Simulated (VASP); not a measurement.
# Rh (Im-3m) in VASP: notebook

The runs below take Rh through single point, with PBE.

Everything below comes from runs of VASP 6.6.1. Logs are shortened: lines on timing, memory, paths and dates and some standing lists are left out, and cuts for length are marked.

## 1. The cell of the first run

The structure is cubic, space group Im-3m (No. 229). Conventional cell: a = 3.050 Å, b = 3.050 Å, c = 3.050 Å, α = 90.00°, β = 90.00°, γ = 90.00°. Within 3.5 Å of Rh (site symmetry m-3m) lie 14 Rh at 2.64 to 3.05 Å.

## 2. Single point, PBE

INCAR reads:

```
SYSTEM = Rh
ALGO = Normal
EDIFF = 1E-6
ENCUT = 520
GGA = PE
ISIF = 2
ISMEAR = -1
LASPH = .TRUE.
LCHARG = .TRUE.
LELF = .TRUE.
LREAL = .FALSE.
LVHAR = .TRUE.
LWAVE = .FALSE.
NBANDS = 14
NELM = 100
PREC = Accurate
SIGMA = 0.06122561905347299
```

KPOINTS reads:

```
k-points
0
G
  17 17 17
  0 0 0
```

POSCAR reads:

```
Rh
1.0
   -1.5251018619      1.5251018619      1.5251018619
    1.5251018619     -1.5251018619      1.5251018619
    1.5251018619      1.5251018619     -1.5251018619
Rh
1
Direct
    0.0000000000      0.0000000000      0.0000000000
```

Potentials or basis: VASP PAW PBE potentials, release 64 (Rh_pv).

Run with:

```
> cat potpaw_PBE.64/Rh_pv/POTCAR > POTCAR
> mpirun -np 1 vasp_std > vasp.out
```

OUTCAR:

```text
SYSTEM = Rh
   EDIFF = 1E-6
   ENCUT = 520
   GGA = PE
   ISIF = 2
   ISMEAR = -1
   LASPH = .TRUE.
   LREAL = .FALSE.
   NELM = 100
   PREC = Accurate

 ion  position               nearest neighbor table
   1  0.000  0.000  0.000-

  LATTYP: Found a body centered cubic cell.
 ALAT       =     3.0502037238

  Lattice vectors:

 A1 = (  -1.5251018619,   1.5251018619,   1.5251018619)
 A2 = (   1.5251018619,  -1.5251018619,   1.5251018619)
 A3 = (   1.5251018619,   1.5251018619,  -1.5251018619)

Analysis of symmetry for initial positions (statically):
=====================================================================
 Subroutine PRICEL returns:
 Original cell was already a primitive cell.

 Routine SETGRP: Setting up the symmetry group for a
 body centered cubic supercell.

 Subroutine GETGRP returns: Found 48 space group operations
[... 9 lines left out ...]

 Routine SETGRP: Setting up the symmetry group for a
 body centered cubic supercell.

 Subroutine GETGRP returns: Found 48 space group operations
[... 11 lines left out ...]
                                     Primitive cell

  volume of cell :      14.1892

  direct lattice vectors                    reciprocal lattice vectors
    -1.525101862  1.525101862  1.525101862     0.000000000  0.327846954  0.327846954
     1.525101862 -1.525101862  1.525101862     0.327846954  0.000000000  0.327846954
     1.525101862  1.525101862 -1.525101862     0.327846954  0.327846954  0.000000000

  length of vectors
     2.641553912  2.641553912  2.641553912     0.463645609  0.463645609  0.463645609

  position of ions in fractional coordinates (direct lattice)
     0.000000000  0.000000000  0.000000000

  ion indices of the primitive-cell ions
   primitive index   ion index
                 1           1

----------------------------------------------------------------------------------------

 KPOINTS: k-points

Automatic generation of k-mesh.
 Grid dimensions read from file:
 generate k-points for:   17   17   17

 Generating k-lattice:

  Cartesian coordinates                     Fractional coordinates (reciprocal lattice)
     0.000000000  0.019285115  0.019285115     0.058823529  0.000000000  0.000000000
     0.019285115  0.000000000  0.019285115     0.000000000  0.058823529  0.000000000
     0.019285115  0.019285115  0.000000000     0.000000000  0.000000000  0.058823529

  Length of vectors
     0.027273271  0.027273271  0.027273271

[... 52 lines left out ...]
   NELM   =    100;   NELMIN=  2; NELMDL= -5     # of ELM steps
   EDIFF  = 0.1E-05   stopping-criterion for ELM
   LREAL  =      F    real-space projection
   EDIFFG = 0.1E-04   stopping-criterion for IOM
   NSW    =      0    number of steps for IOM
   IBRION =     -1    ionic relax: 0-MD 1-quasi-New 2-CG
   NFREE  =      0    steps in history (QN), initial steepest desc. (CG)
   ISIF   =      2    stress and relaxation
   ISYM   =      2    0-nonsym 1-usesym 2-fastsym
   POTIM  = 0.5000    time-step for ionic-motion
   TEBEG  =    0.0;   TEEND  =   0.0 temperature during run
   PSTRESS=    0.0 pullay stress
   NELECT =      15.0000    total number of electrons
   NUPDOWN=      -1.0000    fix difference up-down
   EMIN   =  10.00;   EMAX   =-10.00  energy-range for DOS
   EFERMI =   0.00;   METHOD = LEGACY
   ISMEAR =    -1;   SIGMA  =   0.06  broadening in eV -4-tet -1-fermi 0-gaus
   EFERMI_NEDOS =   21; number of points for ismear=-14 and -15
   IALGO  =     38    algorithm
   IMIX   =      4    mixing-type and parameters
     AMIX     =   0.40;   BMIX     =  1.00
     AMIX_MAG =   1.60;   BMIX_MAG =  1.00
  volume/ion in A,a.u.               =      14.19        95.75
  Fermi-wavevector in a.u.,A,eV,Ry     =   1.667707  3.151509 37.841155  2.781246
  Thomas-Fermi vector in A             =   2.753682
   LORBIT       =      0    0 simple, 1 ext, 2 COOP (PROOUT), +10 PAW based schemes
   GGA     = PE    functional components
[... 5 lines left out ...]
 non-spin polarized calculation
  energy-cutoff  :      520.00
  volume of cell :       14.19
 maximum number of plane-waves:       398
   NGX =  9   NGY =  9   NGZ =  9

 number of electron      14.9999998 magnetization

 Free energy of the ion-electron system (eV)
  ---------------------------------------------------
  ext. energy  EPLUGINS =         0.00000000
  ---------------------------------------------------
  free energy    TOTEN  =        -6.91940251 eV

  energy without entropy =       -6.89016494  energy(sigma->0) =       -6.90478373

 E-fermi :  11.1626     XC(G=0): -13.8100

 val. band max:       11.1618824107   @ k =   0.2941   0.2353   0.0588
 cond. band min:      11.1639546659   @ k =  -0.2941   0.3529   0.0588
 fundamental gap:      0.0020722552
 Fermi energy:        11.1626015010

 k-point     1 :       0.0000    0.0000    0.0000
  band No.  band energies     occupation
      1     -34.8312      2.00000
      2     -34.8312      2.00000
      3     -34.8312      2.00000
      4       3.6157      2.00000
      5       8.3382      2.00000
      6       8.3382      2.00000
      7       8.3382      2.00000
      8      10.7302      1.99829
      9      10.7302      1.99829
     10      29.6356      0.00000
     11      29.6356      0.00000
     12      29.6356      0.00000
     13      32.2625      0.00000
     14      39.4871      0.00000
[... 377 lines left out ...]
      1     -35.2595      2.00000
      2     -34.9755      2.00000
      3     -34.8746      2.00000
      4       6.2056      2.00000
      5       7.6150      2.00000
      6       7.8682      2.00000
      7      10.1456      2.00000
      8      11.0259      1.80632
      9      11.7045      0.00029
     10      26.8192      0.00000
     11      27.1526      0.00000
     12      31.4120      0.00000
     13      32.2707      0.00000
     14      32.5102      0.00000

 [... further k-points ...]

------------------------ aborting loop because EDIFF is reached ----------------------------------------

  FORCE on cell =-STRESS in cart. coord.  units (eV):
  Direction    XX          YY          ZZ          XY          YZ          ZX
  --------------------------------------------------------------------------------------
  -------------------------------------------------------------------------------------
  Total        0.4373923      0.4373923      0.4373923      0.0000000     -0.0000000      0.0000000
  in kB       49.3884265     49.3884265     49.3884265      0.0000000     -0.0000000      0.0000000
  external PRESSURE =      49.3884265 kB  Pullay stress =       0.0000000 kB

 VOLUME and BASIS-vectors are now :
 -----------------------------------------------------------------------------
  energy-cutoff  :      520.00
  volume of cell :       14.19
      direct lattice vectors                 reciprocal lattice vectors
    -1.525101862  1.525101862  1.525101862     0.000000000  0.327846954  0.327846954
     1.525101862 -1.525101862  1.525101862     0.327846954  0.000000000  0.327846954
     1.525101862  1.525101862 -1.525101862     0.327846954  0.327846954  0.000000000

 POSITION                                       TOTAL-FORCE (eV/Angst)
 -----------------------------------------------------------------------------------
      0.00000      0.00000      0.00000        -0.000000      0.000000      0.000000
 -----------------------------------------------------------------------------------
    total drift:                                0.000000     -0.000000      0.000000

  FREE ENERGIE OF THE ION-ELECTRON SYSTEM (eV)
  ---------------------------------------------------
  free  energy   TOTEN  =        -6.9194025101 eV

  energy  without entropy=       -6.8901649406  energy(sigma->0) =       -6.90478373
```

Run time: 16 s. Hardware: 1 thread of Intel Xeon 6975P-C, shared host; peak memory 0.15 GiB.

What came out:

| Item | Value |
| --- | --- |
| Free energy | -6.9194 eV |
| Pressure | 4.9 GPa |

## 3. Single point, PBE

This run uses another cell than the first one, of 14.48 Å³/atom, 1.020 times its volume.

INCAR reads:

```
SYSTEM = Rh
PREC     = Accurate       ! precision mode
ENCUT    = 520            ! plane-wave cutoff, eV
EDIFF    = 1E-6           ! SCF threshold, eV
ISMEAR   = -1             ! smearing method
SIGMA    = 0.06122561905347299 ! smearing width, eV
LREAL    = .FALSE.        ! projectors in reciprocal space
LASPH    = .TRUE.         ! aspherical terms in the spheres
NELM     = 60             ! most SCF steps
ALGO     = Normal         ! electronic algorithm
ISIF     = 2              ! what is computed and relaxed
LWAVE    = .FALSE.        ! write WAVECAR
LCHARG   = .FALSE.        ! write CHGCAR
GGA      = PE             ! functional
NBANDS   = 14             ! bands
```

KPOINTS reads:

```
regular mesh
0
G
  17 17 17
  0 0 0
```

POSCAR reads:

```
Rh
1.0
   -1.5354069168      1.5354069168      1.5354069168
    1.5354069168     -1.5354069168      1.5354069168
    1.5354069168      1.5354069168     -1.5354069168
Rh
1
Direct
    0.0000000000      0.0000000000      0.0000000000
```

Potentials or basis: VASP PAW PBE potentials, release 64 (Rh_pv).

Run with:

```
> cat potpaw_PBE.64/Rh_pv/POTCAR > POTCAR
> mpirun -np 1 vasp_std > vasp.out
```

OUTCAR:

```text
SYSTEM = Rh
   PREC = Accurate
   ENCUT = 520
   EDIFF = 1E-6
   ISMEAR = -1
   LREAL = .FALSE.
   LASPH = .TRUE.
   NELM = 60
   ISIF = 2
   GGA = PE

 ion  position               nearest neighbor table
   1  0.000  0.000  0.000-

  LATTYP: Found a body centered cubic cell.
 ALAT       =     3.0708138336

  Lattice vectors:

 A1 = (  -1.5354069168,   1.5354069168,   1.5354069168)
 A2 = (   1.5354069168,  -1.5354069168,   1.5354069168)
[... 586 lines left out ...]
     14      32.0402      0.00000

 [... further k-points ...]

------------------------ aborting loop because EDIFF is reached ----------------------------------------

  FORCE on cell =-STRESS in cart. coord.  units (eV):
  Direction    XX          YY          ZZ          XY          YZ          ZX
  --------------------------------------------------------------------------------------
  -------------------------------------------------------------------------------------
  Total       -0.0012809     -0.0012809     -0.0012809      0.0000000      0.0000000     -0.0000000
  in kB       -0.1417427     -0.1417427     -0.1417427      0.0000000      0.0000000     -0.0000000
  external PRESSURE =      -0.1417427 kB  Pullay stress =       0.0000000 kB

 VOLUME and BASIS-vectors are now :
 -----------------------------------------------------------------------------
  energy-cutoff  :      520.00
  volume of cell :       14.48
      direct lattice vectors                 reciprocal lattice vectors
    -1.535406917  1.535406917  1.535406917     0.000000000  0.325646573  0.325646573
     1.535406917 -1.535406917  1.535406917     0.325646573  0.000000000  0.325646573
     1.535406917  1.535406917 -1.535406917     0.325646573  0.325646573  0.000000000

 POSITION                                       TOTAL-FORCE (eV/Angst)
 -----------------------------------------------------------------------------------
      0.00000      0.00000      0.00000         0.000000      0.000000     -0.000000
 -----------------------------------------------------------------------------------
    total drift:                                0.000000      0.000000      0.000000

  FREE ENERGIE OF THE ION-ELECTRON SYSTEM (eV)
  ---------------------------------------------------
  free  energy   TOTEN  =        -6.9237837997 eV

  energy  without entropy=       -6.8937474742  energy(sigma->0) =       -6.90876564
```

It took 12 s on 1 thread of Intel Xeon 6975P-C, shared host; peak memory 0.15 GiB.

What came out:

```
Free energy : -6.9238 eV
Pressure    : 0.0 GPa
```

## 4. Single point, PBE

This run uses another cell than the first one, of 14.48 Å³/atom, 1.020 times its volume.

INCAR reads:

```
  PREC = Accurate
  ENCUT = 520
  EDIFF = 1E-7
  ISMEAR = -1
  SIGMA = 0.06122561905347299
  LREAL = F
  LASPH = T
  NELM = 80
  ALGO = Normal
  ISIF = 2
  LWAVE = F
  LCHARG = F
  GGA = PE
  NBANDS = 14
```

KPOINTS reads:

```
regular mesh
0
Gamma
  17 17 17
```

POSCAR is that of step 3.

Run with:

```
> cat potpaw_PBE.64/Rh_pv/POTCAR > POTCAR
> mpirun -np 1 vasp_std > vasp.out
```

Run time: 13 s. Hardware: 1 thread of Intel Xeon 6975P-C, shared host; peak memory 0.15 GiB.

It converged, with:

```yaml
Free_energy: -6.9238 eV
Pressure: -0.1 GPa
```

Levels at points of the mesh, in eV from the Fermi level:
| k point | band 6 | band 7 | band 8 | band 9 | band 10 | band 11 |
| --- | --- | --- | --- | --- | --- | --- |
| (0.00, 0.00, 0.00) | -2.74 | -2.74 | -0.42 | -0.42 | 18.44 | 18.44 |

[end of part 1 of 2]
